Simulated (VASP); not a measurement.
# BiRu3: single point with PBE

The system is BiRu3.

```
Bi Ru
1.0
     4.08339    0.00000    0.00000
     0.00000    4.08339    0.00000
     0.00000    0.00000    4.08339
Bi Ru
1 3
Cartesian
  0.0000 0.0000 0.0000
  0.0000 2.0417 2.0417
  2.0417 0.0000 2.0417
  2.0417 2.0417 0.0000
```

* Program: VASP 6.6.1
* Task: single point
* Functional: PBE
* Potentials or basis: VASP PAW PBE potentials, release 64 (Bi_d, Ru_pv)
* Cutoff: 500 eV
* k mesh: 4 × 4 × 4
* Occupations: gaussian, width 0.1 eV
* Spin: no spin polarisation

| Quantity | Value |
| --- | --- |
| Pressure | -6.8 GPa |
| Band gap on the k mesh | zero (an odd number of electrons rules out a gap without spin polarisation) |

Levels at points of the mesh, in eV from the Fermi level:
| k point | band 26 | band 27 | band 28 | band 29 | band 30 | band 31 | band 32 | band 33 |
| --- | --- | --- | --- | --- | --- | --- | --- | --- |
| (0.00, 0.00, 0.00) | -0.66 | -0.66 | 0.55 | 0.55 | 1.33 | 1.78 | 1.78 | 1.78 |
| (0.50, 0.00, 0.00) | -0.65 | -0.62 | -0.62 | -0.39 | 0.65 | 1.79 | 2.24 | 3.90 |
| (0.50, 0.50, 0.00) | -0.85 | -0.85 | -0.32 | -0.22 | -0.18 | -0.02 | 2.35 | 2.35 |
| (0.50, 0.50, 0.50) | -0.69 | -0.69 | -0.17 | -0.17 | 0.34 | 0.78 | 1.40 | 1.40 |

Run time: 9.8 s on 1 thread of Intel(R) Xeon(R) 6975P-C (Granite Rapids), with other jobs on the host, peak memory 0.17 GiB.

Caveat: the k points lie up to 0.38 Å⁻¹ apart, too coarse for converged energies and pressures of a metal; spin-orbit coupling is left out, which moves the levels of the heavy elements.
